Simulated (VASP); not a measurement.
# Li2Sc (P6/mmm) in VASP: relaxation of cell and atoms with PBE

Aim: the relaxation of cell and atoms of Li2Sc with PBE.

Program: VASP 6.6.1. These are calculated values, not measurements. Logs are shortened: lines on timing, memory, paths and dates and some standing lists are left out, and cuts for length are marked.

## Step 1: The cell of the first run

Symmetry: P6/mmm, No. 191, hexagonal system. Conventional cell: a = 4.943 Å, b = 4.943 Å, c = 3.013 Å, α = 90.00°, β = 90.00°, γ = 120.00°. Li (site symmetry -6m2) has 5 Li at 2.85 to 3.01 Å and 6 Sc at 3.23 Å within 3.8 Å. Within 4.0 Å of Sc (site symmetry 6/mmm) lie 2 Sc at 3.01 Å and 12 Li at 3.23 Å.

## Step 2: Relaxation of cell and atoms, PBE

The input, INCAR:

```
PREC = Accurate
ENCUT = 600
EDIFF = 1E-6
ISMEAR = 0
SIGMA = 0.1
LREAL = False
LASPH = True
NELM = 80
ALGO = Fast
ISIF = 3
LWAVE = False
LCHARG = False
GGA = PE
IBRION = 2
NSW = 100
EDIFFG = -0.01
```

The input, KPOINTS:

```
regular mesh
0
Gamma
  12 12 16
```

The input, POSCAR:

```
Li2Sc
1.0
    4.9429954676      0.0000000000      0.0000000000
   -2.4714977338      4.2807596457      0.0000000000
    0.0000000000      0.0000000000      3.0128111237
Li Sc
2 1
Direct
    0.3333333333      0.6666666667      0.5000000000
    0.6666666667      0.3333333333      0.5000000000
    0.0000000000      0.0000000000      0.0000000000
```

Potentials or basis: VASP PAW PBE potentials, release 64 (Li_sv, Sc_sv).

Launch:

```console
$ cat potpaw_PBE.64/Li_sv/POTCAR potpaw_PBE.64/Sc_sv/POTCAR > POTCAR
$ mpirun -np 1 vasp_std > vasp.out
```

OUTCAR:

```text
PREC = Accurate
   ENCUT = 600
   EDIFF = 1E-6
   ISMEAR = 0
   LREAL = False
   LASPH = True
   NELM = 80
   ISIF = 3
   GGA = PE
   IBRION = 2
   NSW = 100
   EDIFFG = -0.01

 ion  position               nearest neighbor table
   1  0.333  0.667  0.500-
   2  0.667  0.333  0.500-
   3  0.000  0.000  0.000-

  LATTYP: Found a hexagonal cell.
 ALAT       =     4.9429954676
 C/A-ratio  =     0.6095112050

  Lattice vectors:

 A1 = (   4.9429954676,   0.0000000000,   0.0000000000)
 A2 = (  -2.4714977338,   4.2807596457,   0.0000000000)
 A3 = (   0.0000000000,   0.0000000000,   3.0128111237)

Analysis of symmetry for initial positions (statically):
=====================================================================
 Subroutine PRICEL returns:
 Original cell was already a primitive cell.

 Routine SETGRP: Setting up the symmetry group for a
 hexagonal supercell.

 Subroutine GETGRP returns: Found 24 space group operations
 (whereof 24 operations were pure point group operations)
 out of a pool of 24 trial point group operations.

The static configuration has the point symmetry D_6h.

Analysis of symmetry for dynamics (positions and initial velocities):
=====================================================================
 Subroutine PRICEL returns:
 Original cell was already a primitive cell.

 Routine SETGRP: Setting up the symmetry group for a
 hexagonal supercell.

 Subroutine GETGRP returns: Found 24 space group operations
 (whereof 24 operations were pure point group operations)
 out of a pool of 24 trial point group operations.

The dynamic configuration has the point symmetry D_6h.

 Subroutine INISYM returns: Found 24 space group operations
 (whereof 24 operations are pure point group operations),
 and found     1 'primitive' translations

----------------------------------------------------------------------------------------

                                     Primitive cell

  volume of cell :      63.7504

  direct lattice vectors                    reciprocal lattice vectors
     4.942995468  0.000000000  0.000000000     0.202306477  0.116801699  0.000000000
    -2.471497734  4.280759646  0.000000000     0.000000000  0.233603398  0.000000000
     0.000000000  0.000000000  3.012811124     0.000000000  0.000000000  0.331915928

  length of vectors
     4.942995468  4.942995468  3.012811124     0.233603398  0.233603398  0.331915928

  position of ions in fractional coordinates (direct lattice)
     0.333333333  0.666666667  0.500000000
     0.666666667  0.333333333  0.500000000
     0.000000000  0.000000000  0.000000000

  ion indices of the primitive-cell ions
   primitive index   ion index
                 1           1
                 2           2
                 3           3

----------------------------------------------------------------------------------------

 KPOINTS: regular mesh

Automatic generation of k-mesh.
 Grid dimensions read from file:
 generate k-points for:   12   12   16

 Generating k-lattice:

  Cartesian coordinates                     Fractional coordinates (reciprocal lattice)
     0.016858873  0.009733475  0.000000000     0.083333333 -0.000000000  0.000000000
     0.000000000  0.019466950  0.000000000     0.000000000  0.083333333  0.000000000
     0.000000000  0.000000000  0.020744745     0.000000000  0.000000000  0.062500000

  Length of vectors
     0.019466950  0.019466950  0.020744745

  Shift w.r.t. Gamma in fractional coordinates (k-lattice)
     0.000000000  0.000000000  0.000000000

 Subroutine IBZKPT returns following result:
 ===========================================

 Found    171 irreducible k-points:

 Following reciprocal coordinates:
            Coordinates               Weight
  0.000000  0.000000  0.000000      1.000000
  0.083333 -0.000000  0.000000      6.000000
  0.166667 -0.000000  0.000000      6.000000
  0.250000 -0.000000  0.000000      6.000000
  0.333333 -0.000000  0.000000      6.000000
  0.416667 -0.000000  0.000000      6.000000
[... 16 lines left out ...]
  0.250000 -0.000000  0.062500     12.000000
  0.333333 -0.000000  0.062500     12.000000
 [... further k-points ...]
   k-points           NKPTS =    171   k-points in BZ     NKDIM =    171   number of bands    NBANDS=     12
   number of dos      NEDOS =    301   number of ions     NIONS =      3
   total plane-waves  NPLWV =  38400
   dimension x,y,z NGX =    40 NGY =   40 NGZ =   24
   dimension x,y,z NGXF=    80 NGYF=   80 NGZF=   48
   ions per type =               2   1
   NGX,Y,Z   is equivalent  to a cutoff of  13.45, 13.45, 13.24 a.u.
   NGXF,Y,Z  is equivalent  to a cutoff of  26.91, 26.91, 26.49 a.u.
 SYSTEM =  unknown system
   PREC   = accura    normal or accurate (medium, high low for compatibility)
   ISTART =      0    job   : 0-new  1-cont  2-samecut
   ICHARG =      2    charge: 1-file 2-atom 10-const
   ISPIN  =      1    spin polarized calculation?
   LNONCOLLINEAR =      F non collinear calculations
   LSORBIT =      F    spin-orbit coupling
   LASPH  =      T    aspherical Exc in radial PAW
   ENCUT  =  600.0 eV  44.10 Ry    6.64 a.u.   9.87  9.87  6.02*2*pi/ulx,y,z
   NELM   =     80;   NELMIN=  2; NELMDL= -5     # of ELM steps
   EDIFF  = 0.1E-05   stopping-criterion for ELM
   LREAL  =      F    real-space projection
   EDIFFG = -.1E-01   stopping-criterion for IOM
   NSW    =    100    number of steps for IOM
   IBRION =      2    ionic relax: 0-MD 1-quasi-New 2-CG
   NFREE  =      1    steps in history (QN), initial steepest desc. (CG)
   ISIF   =      3    stress and relaxation
   ISYM   =      2    0-nonsym 1-usesym 2-fastsym
   POTIM  = 0.5000    time-step for ionic-motion
   TEBEG  =    0.0;   TEEND  =   0.0 temperature during run
   PSTRESS=    0.0 pullay stress
   NELECT =      17.0000    total number of electrons
   NUPDOWN=      -1.0000    fix difference up-down
   EMIN   =  10.00;   EMAX   =-10.00  energy-range for DOS
   EFERMI =   0.00;   METHOD = LEGACY
   ISMEAR =     0;   SIGMA  =   0.10  broadening in eV -4-tet -1-fermi 0-gaus
   EFERMI_NEDOS =   21; number of points for ismear=-14 and -15
   IALGO  =     68    algorithm
   IMIX   =      4    mixing-type and parameters
     AMIX     =   0.40;   BMIX     =  1.00
     AMIX_MAG =   1.60;   BMIX_MAG =  1.00
  volume/ion in A,a.u.               =      21.25       143.40
  Fermi-wavevector in a.u.,A,eV,Ry     =   1.053732  1.991265 15.107243  1.110351
  Thomas-Fermi vector in A             =   2.188865
   LORBIT       =      0    0 simple, 1 ext, 2 COOP (PROOUT), +10 PAW based schemes
   GGA     = PE    functional components
   LHFCALC =     F    Hartree Fock is set to
   AEXX    =    0.0000 exact exchange contribution
   IVDW    =     0    specifies the selected vdW correction
   LEPSILON=     F    determine dielectric tensor
   LRPA    =     F    only Hartree local field effects (RPA)
 conjugate gradient relaxation of ions
 non-spin polarized calculation
 RMM-DIIS sequential band-by-band and
 Gauss-broadening in eV      SIGMA  =   0.10
  energy-cutoff  :      600.00
  volume of cell :       63.75
 maximum number of plane-waves:      2151
 NGX is ok and might be reduce to    40
   NGX = 19   NGY = 19   NGZ = 13

--------------------------------------- Ionic step        1  -------------------------------------------

 number of electron      17.0000003 magnetization

 Free energy of the ion-electron system (eV)
  ---------------------------------------------------
  ext. energy  EPLUGINS =         0.00000000
  ---------------------------------------------------
  free energy    TOTEN  =        -9.42698791 eV

  energy without entropy =       -9.40451779  energy(sigma->0) =       -9.41575285

------------------------ aborting loop because EDIFF is reached ----------------------------------------

  FORCE on cell =-STRESS in cart. coord.  units (eV):
  Direction    XX          YY          ZZ          XY          YZ          ZX
  --------------------------------------------------------------------------------------
  -------------------------------------------------------------------------------------
  Total       -0.0689708     -0.0689708      0.0943515      0.0000000      0.0000000      0.0000000
  in kB       -1.7333757     -1.7333757      2.3712443      0.0000000      0.0000000      0.0000000
  external PRESSURE =      -0.3651690 kB  Pullay stress =       0.0000000 kB
[... 96 lines left out ...]
  energy  without entropy=       -9.4049920561  energy(sigma->0) =       -9.41621819

--------------------------------------- Ionic step        4  -------------------------------------------

 number of electron      17.0000003 magnetization

 Free energy of the ion-electron system (eV)
  ---------------------------------------------------
  ext. energy  EPLUGINS =         0.00000000
  ---------------------------------------------------
  free energy    TOTEN  =        -9.42752561 eV

  energy without entropy =       -9.40509854  energy(sigma->0) =       -9.41631207

 E-fermi :   1.7912     XC(G=0):  -8.2454

 val. band max:        1.7904087735   @ k =   0.3333   0.2500   0.3750
 cond. band min:       1.7920225928   @ k =   0.4167   0.0833   0.3125
 fundamental gap:      0.0016138193
 Fermi energy:         1.7911926314

 k-point     1 :       0.0000    0.0000    0.0000
  band No.  band energies     occupation
      1     -48.0956      2.00000
      2     -43.9664      2.00000
      3     -43.9449      2.00000
      4     -26.7634      2.00000
      5     -26.7634      2.00000
      6     -26.4167      2.00000
      7      -2.3956      2.00000
      8       1.6849      1.86736
      9       1.6885      1.85354
     10       1.6885      1.85353
     11       4.6256      0.00000
     12       4.6256      0.00000
[... 331 lines left out ...]
 k-point    24 :       0.3333   -0.0000    0.0625
  band No.  band energies     occupation
      1     -48.0938      2.00000
      2     -43.9616      2.00000
      3     -43.9492      2.00000
      4     -26.7637      2.00000
      5     -26.7623      2.00000
      6     -26.4323      2.00000
      7      -1.5847      2.00000
      8       0.6381      2.00000
      9       1.6808      1.88144
     10       2.0200      0.00121
     11       3.1932      0.00000
     12       3.4588      0.00000

 [... further k-points ...]
[... 5 lines left out ...]
  --------------------------------------------------------------------------------------
  -------------------------------------------------------------------------------------
  Total        0.0193391      0.0193391     -0.0074017      0.0000000      0.0000000      0.0000000
  in kB        0.4875778      0.4875778     -0.1866119      0.0000000      0.0000000      0.0000000
  external PRESSURE =       0.2628479 kB  Pullay stress =       0.0000000 kB
[... 18 lines left out ...]
  FREE ENERGIE OF THE ION-ELECTRON SYSTEM (eV)
  ---------------------------------------------------
  free  energy   TOTEN  =        -9.4275256062 eV

  energy  without entropy=       -9.4050985431  energy(sigma->0) =       -9.41631207

 reached required accuracy - stopping structural energy minimisation
```

Run time: 6.1 min. Hardware: 1 thread of AMD EPYC 9R45 (Zen 5), shared host; peak memory 0.3 GiB.

What came out:

| Quantity | Value |
| --- | --- |
| Free energy | -9.4275 eV |
| Relaxed volume | 21.18 Å³/atom |
| Relaxed cell | a = 4.919 Å, b = 4.919 Å, c = 3.033 Å, α = 90.00°, β = 90.00°, γ = 120.00° |
| Space group after relaxing (to 0.1 Å) | P6/mmm (No. 191) |
| Energy gained by relaxing | 0.2 meV/atom |
| Ionic steps | 4 |
| Pressure after relaxing | 0.0 GPa |
| Band gap on the k mesh | zero (an odd number of electrons rules out a gap without spin polarisation) |

Step by step:
```tsv
step	energy change (eV)	largest force (eV/Å)	pressure (GPa)	volume (Å³)
1	0.0000	0.0000	-0.04	63.75
2	-0.0003	0.0000	-0.01	63.71
3	-0.0005	0.0000	0.01	63.65
4	-0.0005	0.0000	0.03	63.55
```

Final structure:
```xyz
3
Lattice="4.9185 0.0000 0.0000 -2.4593 4.2596 0.0000 0.0000 0.0000 3.0332" Properties=species:S:1:pos:R:3 pbc="T T T"
Li    0.0000    2.8397    1.5166
Li    2.4593    1.4199    1.5166
Sc    0.0000    0.0000    0.0000
```

Caveat: the cutoff is under 1.25 times the usual one of these potentials, so pressure, stress and relaxed cells hold a basis-set (Pulay) error.
